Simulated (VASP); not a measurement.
# Hf2Si (I4/mcm) in VASP: further runs

Hf2Si is run at these levels: PBEsol; tasks: relaxation of cell and atoms, single point.

Everything below comes from runs of VASP 6.6.1. Logs are shortened: lines on timing, memory, paths and dates and some standing lists are left out, and cuts for length are marked.

## Step 1: The cell of the first run

The structure is tetragonal, space group I4/mcm (No. 140). The conventional cell has a = 6.058 Å, b = 6.058 Å, c = 4.808 Å, α = 90.00°, β = 90.00°, γ = 90.00°. Hf (site symmetry m2m) has 4 Si at 2.58 Å and 11 Hf at 2.67 to 3.24 Å within 3.4 Å. Si (site symmetry 422) has 2 Si at 2.40 Å and 8 Hf at 2.58 Å within 3.2 Å.

## Step 2: Relaxation of cell and atoms, PBEsol, target pressure 50 GPa, at which the enthalpy is minimised

INCAR

```
  PREC = Accurate
  ENCUT = 600
  EDIFF = 1E-6
  ISMEAR = 0
  SIGMA = 0.1
  LREAL = F
  LASPH = T
  NELM = 80
  ALGO = Fast
  ISIF = 3
  LWAVE = F
  LCHARG = F
  GGA = PS
  IBRION = 2
  NSW = 70
  EDIFFG = -0.008
  PSTRESS = 500.0
```

KPOINTS

```
Automatic mesh
0
Gamma
  10 10 10
```

POSCAR

```
Hf2Si
1.0
   -3.0287777360      3.0287777360      2.4038674756
    3.0287777360     -3.0287777360      2.4038674756
    3.0287777360      3.0287777360     -2.4038674756
Hf Si
4 2
Direct
    0.8440547673      0.6559452327      0.5000000000
    0.3440547673      0.8440547673      0.1881095346
    0.1559452327      0.3440547673      0.5000000000
    0.6559452327      0.1559452327      0.8118904654
    0.7500000000      0.7500000000      0.0000000000
    0.2500000000      0.2500000000      0.0000000000
```

Potentials or basis: VASP PAW PBE potentials, release 64 (Hf_pv, Si).

Command:

```sh
$ cat potpaw_PBE.64/Hf_pv/POTCAR potpaw_PBE.64/Si/POTCAR > POTCAR
$ mpirun -np 1 vasp_std > vasp.out
```

OUTCAR:

```text
PREC = Accurate
   ENCUT = 600
   EDIFF = 1E-6
   ISMEAR = 0
   LREAL = F
   LASPH = T
   NELM = 80
   ISIF = 3
   GGA = PS
   IBRION = 2
   NSW = 70
   EDIFFG = -0.008
   PSTRESS = 500.0

 ion  position               nearest neighbor table
   1  0.844  0.656  0.500-   5 2.58   5 2.58   6 2.58   6 2.58   3 2.67   3 2.89   3 2.89   2 3.06
                             4 3.06   4 3.06   2 3.06   2 3.24   4 3.24   2 3.24   4 3.24
   2  0.344  0.844  0.188-   5 2.58   6 2.58   6 2.58   5 2.58   4 2.67   4 2.89   4 2.89   3 3.06
                             1 3.06   1 3.06   3 3.06   3 3.24   1 3.24   1 3.24   3 3.24
   3  0.156  0.344  0.500-   6 2.58   6 2.58   5 2.58   5 2.58   1 2.67   1 2.89   1 2.89   2 3.06
                             4 3.06   4 3.06   2 3.06   4 3.24   2 3.24   4 3.24   2 3.24
   4  0.656  0.156  0.812-   6 2.58   5 2.58   5 2.58   6 2.58   2 2.67   2 2.89   2 2.89   3 3.06
                             1 3.06   1 3.06   3 3.06   1 3.24   3 3.24   1 3.24   3 3.24
   5  0.750  0.750  0.000-   6 2.40   6 2.40   2 2.58   4 2.58   2 2.58   1 2.58   4 2.58   1 2.58
                             3 2.58   3 2.58
   6  0.250  0.250  0.000-   5 2.40   5 2.40   3 2.58   4 2.58   2 2.58   3 2.58   4 2.58   2 2.58
                             1 2.58   1 2.58

  LATTYP: Found a body centered tetragonal cell.
 ALAT       =     6.0575554720
 C/A-ratio  =     0.7936757614

  Lattice vectors:

 A1 = (  -3.0287777360,   3.0287777360,   2.4038674756)
 A2 = (   3.0287777360,  -3.0287777360,   2.4038674756)
 A3 = (   3.0287777360,   3.0287777360,  -2.4038674756)

Analysis of symmetry for initial positions (statically):
=====================================================================
 Subroutine PRICEL returns:
 Original cell was already a primitive cell.

 Routine SETGRP: Setting up the symmetry group for a
 body centered tetragonal supercell.

 Subroutine GETGRP returns: Found 16 space group operations
 (whereof  8 operations were pure point group operations)
 out of a pool of 16 trial point group operations.

The static configuration has the point symmetry C_4h.
 The point group associated with its full space group is D_4h.

Analysis of symmetry for dynamics (positions and initial velocities):
=====================================================================
 Subroutine PRICEL returns:
 Original cell was already a primitive cell.

 Routine SETGRP: Setting up the symmetry group for a
 body centered tetragonal supercell.

 Subroutine GETGRP returns: Found 16 space group operations
 (whereof  8 operations were pure point group operations)
 out of a pool of 16 trial point group operations.

The dynamic configuration has the point symmetry C_4h.
 The point group associated with its full space group is D_4h.

 Subroutine INISYM returns: Found 16 space group operations
 (whereof  8 operations are pure point group operations),
 and found     1 'primitive' translations

----------------------------------------------------------------------------------------

                                     Primitive cell

  volume of cell :      88.2075

  direct lattice vectors                    reciprocal lattice vectors
    -3.028777736  3.028777736  2.403867476     0.000000000  0.165083094  0.207998155
     3.028777736 -3.028777736  2.403867476     0.165083094  0.000000000  0.207998155
     3.028777736  3.028777736 -2.403867476     0.165083094  0.165083094  0.000000000

  length of vectors
     4.911778495  4.911778495  4.911778495     0.265547850  0.265547850  0.233462751

  position of ions in fractional coordinates (direct lattice)
     0.844054767  0.655945233  0.500000000
     0.344054767  0.844054767  0.188109535
     0.155945233  0.344054767  0.500000000
     0.655945233  0.155945233  0.811890465
     0.750000000  0.750000000  0.000000000
     0.250000000  0.250000000  0.000000000

  ion indices of the primitive-cell ions
   primitive index   ion index
                 1           1
                 2           2
                 3           3
                 4           4
                 5           5
                 6           6

----------------------------------------------------------------------------------------

 KPOINTS: Automatic mesh

Automatic generation of k-mesh.
 Grid dimensions read from file:
 generate k-points for:   10   10   10

 Generating k-lattice:

  Cartesian coordinates                     Fractional coordinates (reciprocal lattice)
     0.000000000  0.016508309  0.020799816     0.100000000  0.000000000 -0.000000000
     0.016508309  0.000000000  0.020799816     0.000000000  0.100000000 -0.000000000
     0.016508309  0.016508309  0.000000000     0.000000000  0.000000000  0.100000000

  Length of vectors
     0.026554785  0.026554785  0.023346275

  Shift w.r.t. Gamma in fractional coordinates (k-lattice)
     0.000000000  0.000000000  0.000000000

 Subroutine IBZKPT returns following result:
[... 21 lines left out ...]
   ions per type =               4   2
   NGX,Y,Z   is equivalent  to a cutoff of  13.54, 13.54, 13.54 a.u.
   NGXF,Y,Z  is equivalent  to a cutoff of  27.08, 27.08, 27.08 a.u.
 SYSTEM =  unknown system
   PREC   = accura    normal or accurate (medium, high low for compatibility)
   ISTART =      0    job   : 0-new  1-cont  2-samecut
   ICHARG =      2    charge: 1-file 2-atom 10-const
   ISPIN  =      1    spin polarized calculation?
   LNONCOLLINEAR =      F non collinear calculations
   LSORBIT =      F    spin-orbit coupling
   LASPH  =      T    aspherical Exc in radial PAW
   ENCUT  =  600.0 eV  44.10 Ry    6.64 a.u.   9.81  9.81  9.81*2*pi/ulx,y,z
   NELM   =     80;   NELMIN=  2; NELMDL= -5     # of ELM steps
   EDIFF  = 0.1E-05   stopping-criterion for ELM
   LREAL  =      F    real-space projection
   EDIFFG = -.8E-02   stopping-criterion for IOM
   NSW    =     70    number of steps for IOM
   IBRION =      2    ionic relax: 0-MD 1-quasi-New 2-CG
   NFREE  =      1    steps in history (QN), initial steepest desc. (CG)
   ISIF   =      3    stress and relaxation
   ISYM   =      2    0-nonsym 1-usesym 2-fastsym
   POTIM  = 0.5000    time-step for ionic-motion
   TEBEG  =    0.0;   TEEND  =   0.0 temperature during run
   PSTRESS=  500.0 pullay stress
   NELECT =      48.0000    total number of electrons
   NUPDOWN=      -1.0000    fix difference up-down
   EMIN   =  10.00;   EMAX   =-10.00  energy-range for DOS
   EFERMI =   0.00;   METHOD = LEGACY
   ISMEAR =     0;   SIGMA  =   0.10  broadening in eV -4-tet -1-fermi 0-gaus
   EFERMI_NEDOS =   21; number of points for ismear=-14 and -15
   IALGO  =     68    algorithm
   IMIX   =      4    mixing-type and parameters
     AMIX     =   0.40;   BMIX     =  1.00
     AMIX_MAG =   1.60;   BMIX_MAG =  1.00
  volume/ion in A,a.u.               =      14.70        99.21
  Fermi-wavevector in a.u.,A,eV,Ry     =   1.336555  2.525723 24.305162  1.786379
  Thomas-Fermi vector in A             =   2.465172
   LORBIT       =      0    0 simple, 1 ext, 2 COOP (PROOUT), +10 PAW based schemes
   GGA     = PS    functional components
   LHFCALC =     F    Hartree Fock is set to
   AEXX    =    0.0000 exact exchange contribution
   IVDW    =     0    specifies the selected vdW correction
   LEPSILON=     F    determine dielectric tensor
   LRPA    =     F    only Hartree local field effects (RPA)
 conjugate gradient relaxation of ions
 non-spin polarized calculation
 RMM-DIIS sequential band-by-band and
 Gauss-broadening in eV      SIGMA  =   0.10
  energy-cutoff  :      600.00
  volume of cell :       88.21
 maximum number of plane-waves:      2970
   NGX = 19   NGY = 19   NGZ = 19

--------------------------------------- Ionic step        1  -------------------------------------------

 number of electron      48.0000000 magnetization

 Free energy of the ion-electron system (eV)
  ---------------------------------------------------
  ext. energy  EPLUGINS =         0.00000000
  ---------------------------------------------------
  free energy    TOTEN  =       -55.72795307 eV

  energy without entropy =      -55.71871263  energy(sigma->0) =      -55.72333285

------------------------ aborting loop because EDIFF is reached ----------------------------------------

  FORCE on cell =-STRESS in cart. coord.  units (eV):
  Direction    XX          YY          ZZ          XY          YZ          ZX
  --------------------------------------------------------------------------------------
  -------------------------------------------------------------------------------------
  Total       25.6374025     25.6374025     26.5276121      0.0000000      0.0000000      0.0000000
  in kB      465.6710970    465.6710970    481.8406311      0.0000000      0.0000000      0.0000000
  external PRESSURE =     -28.9390583 kB  Pullay stress =     500.0000000 kB
[... 153 lines left out ...]
  enthalpy is  TOTEN    =       -28.2157600267 eV   P V=       27.2455522773

--------------------------------------- Ionic step        5  -------------------------------------------

 number of electron      48.0000002 magnetization

 Free energy of the ion-electron system (eV)
  ---------------------------------------------------
  ext. energy  EPLUGINS =         0.00000000
  ---------------------------------------------------
  free energy    TOTEN  =       -55.45915262 eV

  energy without entropy =      -55.45012429  energy(sigma->0) =      -55.45463845

 E-fermi :   7.9688     XC(G=0): -12.7791

 val. band max:        7.9569198600   @ k =  -0.1000  -0.4000   0.1000
 cond. band min:       7.9772776791   @ k =  -0.4000   0.5000   0.1000
 fundamental gap:      0.0203578191
 Fermi energy:         7.9688179705

 k-point     1 :       0.0000    0.0000    0.0000
  band No.  band energies     occupation
      1     -21.9817      2.00000
      2     -21.9434      2.00000
      3     -21.5665      2.00000
      4     -21.5665      2.00000
      5     -21.4759      2.00000
      6     -21.4759      2.00000
[... 733 lines left out ...]
     27      10.2879      0.00000
     28      10.6011      0.00000

 [... further k-points ...]
[... 5 lines left out ...]
  --------------------------------------------------------------------------------------
  -------------------------------------------------------------------------------------
  Total       27.2066190     27.2066190     27.2351279      0.0000000      0.0000000      0.0000000
  in kB      499.3260775    499.3260775    499.8493041      0.0000000      0.0000000      0.0000000
  external PRESSURE =      -0.4995136 kB  Pullay stress =     500.0000000 kB
[... 21 lines left out ...]
  FREE ENERGIE OF THE ION-ELECTRON SYSTEM (eV)
  ---------------------------------------------------
  free  energy   TOTEN  =       -55.4591526207 eV

  energy  without entropy=      -55.4501242887  energy(sigma->0) =      -55.45463845

  enthalpy is  TOTEN    =       -28.2158138117 eV   P V=       27.2433388089

 reached required accuracy - stopping structural energy minimisation
```

Wall time 35 min (1 thread of Intel Xeon 8259CL, shared host); peak memory 0.43 GiB.

Results:

```yaml
Free_energy: -55.4592 eV
Relaxed_volume: 14.55 Å³/atom
Relaxed_cell: a = 4.891 Å, b = 4.891 Å, c = 4.891 Å, α = 104.03°, β = 104.03°, γ = 121.01°
Space_group_after_relaxing_to_0.1_Å: I4/mcm (No. 140)
Energy_change_on_relaxing_the_run_minimises_the_enthalpy: +44.8 meV/atom
Ionic_steps: 5
Pressure_after_relaxing: 50.0 GPa
Largest_force_after_relaxing: 0.004 eV/Å
Band_gap_on_the_k_mesh: zero (bands 24 and 25 overlap by 0.93 eV)
```

Forces in eV/Å, atoms in the order of the input:
```
Hf   0.003 -0.003  0.000
Hf  -0.003 -0.003  0.000
Hf  -0.003  0.003  0.000
Hf   0.003  0.003  0.000
Si   0.000  0.000  0.000
Si   0.000  0.000  0.000
```

The path:
| step | energy change (eV) | largest force (eV/Å) | pressure (GPa) | volume (Å³) |
| --- | --- | --- | --- | --- |
| 1 | 0.0000 | 0.2115 | 47.11 | 88.21 |
| 2 | 1.0999 | 0.0999 | 59.45 | 84.86 |
| 3 | 0.2930 | 0.1818 | 50.49 | 87.23 |
| 4 | 0.2666 | 0.0268 | 49.89 | 87.30 |
| 5 | 0.2688 | 0.0043 | 49.95 | 87.30 |

Final structure:
```
CELL_PARAMETERS angstrom
-3.01045 3.01045 2.40812
3.01045 -3.01045 2.40812
3.01045 3.01045 -2.40812
ATOMIC_POSITIONS crystal
Hf 0.84531 0.65469 0.50000
Hf 0.34531 0.84531 0.19062
Hf 0.15469 0.34531 0.50000
Hf 0.65469 0.15469 0.80938
Si 0.75000 0.75000 0.00000
Si 0.25000 0.25000 0.00000
```

Levels at points of the mesh, in eV from the Fermi level:
```tsv
k point	band 22	band 23	band 24	band 25	band 26	band 27
(0.00, 0.00, 0.00)	-1.32	-1.27	-0.87	2.37	2.45	2.66
(0.50, 0.00, 0.00)	-0.98	-0.78	-0.78	0.66	0.66	2.18
(0.50, 0.50, 0.00)	-1.55	-0.28	-0.01	1.34	1.66	1.94
(0.50, 0.50, 0.50)	-0.61	0.16	0.27	0.37	0.37	1.39
```

Caveat: the cell is relaxed towards a set pressure, so the run minimises the enthalpy, not the energy; the PAW data sets were made with another functional, which shifts forces and pressure a little; spin-orbit coupling is left out, which moves the levels of the heavy elements.

## Step 3: Single point, PBEsol (19.98 Å³/atom)

This run uses another cell than the first one, of 19.98 Å³/atom.

INCAR

```
ALGO = Fast ; EDIFF = 1E-6
ENCUT = 520 ; GGA = PS
ISIF = 2 ; ISMEAR = 0
LASPH = True ; LCHARG = False
LREAL = False ; LWAVE = False
NBANDS = 33 ; NELM = 60
PREC = Accurate ; SIGMA = 0.1
```

KPOINTS

```
k-points
0
Gamma
  10 10 10
```

POSCAR

```
Hf2Si
1.0
   -3.3616921934      3.3616921934      2.6525920116
    3.3616921934     -3.3616921934      2.6525920116
    3.3616921934      3.3616921934     -2.6525920116
Hf Si
4 2
Direct
    0.8430101664      0.6569898336      0.5000000000
    0.3430101664      0.8430101664      0.1860203328
    0.1569898336      0.3430101664      0.5000000000
    0.6569898336      0.1569898336      0.8139796672
    0.7500000000      0.7500000000      0.0000000000
    0.2500000000      0.2500000000      0.0000000000
```

Potentials or basis: VASP PAW PBE potentials, release 64 (Hf_pv, Si).

Command:

```sh
$ cat potpaw_PBE.64/Hf_pv/POTCAR potpaw_PBE.64/Si/POTCAR > POTCAR
$ mpirun -np 1 vasp_std > vasp.out
```

It took 4 min on 1 thread of AMD EPYC 9R45 (Zen 5), shared host; peak memory 0.43 GiB.

The run converged. Its results:

```
Free energy            : -57.8561 eV
Pressure               : -12.1 GPa
Largest force          : 0.007 eV/Å
Band gap on the k mesh : zero (bands 24 and 25 overlap by 0.72 eV)
```

Forces in eV/Å, atoms in the order of the input:
```
Hf  -0.005  0.005  0.000
Hf   0.005  0.005  0.000
Hf   0.005 -0.005  0.000
Hf  -0.005 -0.005  0.000
Si   0.000  0.000  0.000
Si   0.000  0.000  0.000
```

Levels at points of the mesh, in eV from the Fermi level:
```tsv
k point	band 21	band 22	band 23	band 24	band 25	band 26	band 27	band 28
(0.00, 0.00, 0.00)	-1.17	-1.17	-0.94	-0.92	1.81	1.91	1.93	2.35
(0.50, 0.00, 0.00)	-0.71	-0.71	-0.46	-0.46	0.12	0.12	1.85	1.85
(0.50, 0.50, 0.00)	-1.32	-1.08	-0.65	-0.51	1.24	1.24	1.54	2.02
(0.50, 0.50, 0.50)	-0.83	-0.39	0.02	0.29	0.36	0.36	1.29	1.38
```

Caveat: the cell stands under tension; the PAW data sets were made with another functional, which shifts forces and pressure a little; spin-orbit coupling is left out, which moves the levels of the heavy elements.

## Step 4: Relaxation of cell and atoms, PBEsol, target pressure 25 GPa, at which the enthalpy is minimised

This run uses another cell than the first one, of 15.88 Å³/atom.

INCAR

```
SYSTEM = Hf2Si
  ALGO = Fast
  EDIFF = 1E-6
  EDIFFG = -0.008
  ENCUT = 600
  GGA = PS
  IBRION = 2
  ISIF = 3
  ISMEAR = 0
  LASPH = .True.
  LCHARG = .False.
  LREAL = .False.
  LWAVE = .False.
  NELM = 60
  NSW = 70
  PREC = Accurate
  PSTRESS = 250.0
  SIGMA = 0.1
```

KPOINTS

```
k-points
0
Gamma
  10 10 10
  0 0 0
```

POSCAR

```
Hf2Si
1.0
   -3.1107031950      3.1107031950      2.4617560584
    3.1107031950     -3.1107031950      2.4617560584
    3.1107031950      3.1107031950     -2.4617560584
Hf Si
4 2
Direct
    0.8435490835      0.6564509165      0.5000000000
    0.3435490835      0.8435490835      0.1870981670
    0.1564509165      0.3435490835      0.5000000000
    0.6564509165      0.1564509165      0.8129018330
    0.7500000000      0.7500000000      0.0000000000
    0.2500000000      0.2500000000      0.0000000000
```

Command:

```sh
$ cat potpaw_PBE.64/Hf_pv/POTCAR potpaw_PBE.64/Si/POTCAR > POTCAR
$ mpirun -np 1 vasp_std > vasp.out
```

Wall time 23 min (1 thread of Intel Xeon 6975P-C (Granite Rapids), shared host); peak memory 0.45 GiB.

Results (log left out):

| Property | Result |
| --- | --- |
| Free energy | -57.3675 eV |
| Relaxed volume | 15.94 Å³/atom |
| Relaxed cell | a = 5.046 Å, b = 5.046 Å, c = 5.046 Å, α = 103.85°, β = 103.85°, γ = 121.42° |
| Space group after relaxing (to 0.1 Å) | I4/mcm (No. 140) |
| Energy change on relaxing (the run minimises the enthalpy) | -9.0 meV/atom |
| Ionic steps | 5 |
| Pressure after relaxing | 25.0 GPa |
| Largest force after relaxing | 0.005 eV/Å |
| Band gap on the k mesh | zero (bands 24 and 25 overlap by 0.91 eV) |

Forces on the atoms (eV/Å):
```
Hf  -0.004  0.004  0.000
Hf   0.004  0.004  0.000
Hf   0.004 -0.004  0.000
Hf  -0.004 -0.004  0.000
Si   0.000  0.000  0.000
Si   0.000  0.000  0.000
```

The path:
```tsv
step	energy change (eV)	largest force (eV/Å)	pressure (GPa)	volume (Å³)
1	0.0000	0.1195	25.93	95.28
2	-0.1941	0.0291	22.69	96.56
3	-0.0716	0.0670	24.77	95.73
4	-0.0513	0.0065	25.08	95.60
5	-0.0543	0.0054	25.02	95.62
```

Final structure:
```yaml
crystal:
  lattice:
    - [-3.11173, 3.11173, 2.46871]
    - [3.11173, -3.11173, 2.46871]
    - [3.11173, 3.11173, -2.46871]
  atoms:
    - { symbol: Hf, position: [0.84412, 0.65588, 0.50000] }
    - { symbol: Hf, position: [0.34412, 0.84412, 0.18823] }
    - { symbol: Hf, position: [0.15588, 0.34412, 0.50000] }
    - { symbol: Hf, position: [0.65588, 0.15588, 0.81177] }
    - { symbol: Si, position: [0.75000, 0.75000, 0.00000] }
    - { symbol: Si, position: [0.25000, 0.25000, 0.00000] }
```

Levels at points of the mesh, in eV from the Fermi level:
| k point | band 20 | band 21 | band 22 | band 23 | band 24 | band 25 | band 26 | band 27 | band 28 |
| --- | --- | --- | --- | --- | --- | --- | --- | --- | --- |
| (0.00, 0.00, 0.00) | -1.45 | -1.33 | -1.33 | -1.14 | -0.86 | 2.26 | 2.31 | 2.42 | 2.89 |
| (0.50, 0.00, 0.00) | -1.27 | -0.84 | -0.84 | -0.66 | -0.66 | 0.41 | 0.41 | 2.14 | 2.14 |
| (0.50, 0.50, 0.00) | -2.39 | -1.66 | -1.29 | -0.46 | -0.22 | 1.36 | 1.53 | 1.84 | 2.32 |
| (0.50, 0.50, 0.50) | -2.30 | -1.03 | -0.55 | 0.05 | 0.34 | 0.36 | 0.36 | 1.36 | 1.46 |

Caveat: the cell is relaxed towards a set pressure, so the run minimises the enthalpy, not the energy; the PAW data sets were made with another functional, which shifts forces and pressure a little; spin-orbit coupling is left out, which moves the levels of the heavy elements.

## Step 5: Overview

```csv
task,cell,cutoff (eV),gap on the mesh (eV),pressure (GPa),largest force (eV/Å)
relaxation of cell and atoms,"relaxed to 50 GPa from a = 4.912 Å, angles 103.9, 103.9, 121.4°, 6 atoms, atomic positions A",600,none,50.0,-
single point,"a = 5.444 Å, angles 103.7, 103.7, 121.7°, 6 atoms, atomic positions B",520,none,-12.1,0.01
relaxation of cell and atoms,"relaxed to 25 GPa from a = 5.041 Å, angles 103.8, 103.8, 121.5°, 6 atoms, atomic positions C",600,none,25.0,0.01
```

Alike in all rows: level PBEsol; potentials or basis VASP PAW PBE potentials, release 64 (Hf_pv, Si); no spin polarisation; k mesh 10 × 10 × 10; smearing gaussian 0.1 eV.

Caveats: the PAW data sets were made with another functional, which shifts forces and pressure a little; spin-orbit coupling is left out, which moves the levels of the heavy elements; the cell is relaxed towards a set pressure, so the run minimises the enthalpy, not the energy (at least some runs); the cell stands under tension (at least some runs).

Total energies depend on the potentials used, so only differences within one code and one set of settings carry meaning.

The gap in the log of VASP goes by the Fermi energy; the results here count the filled bands.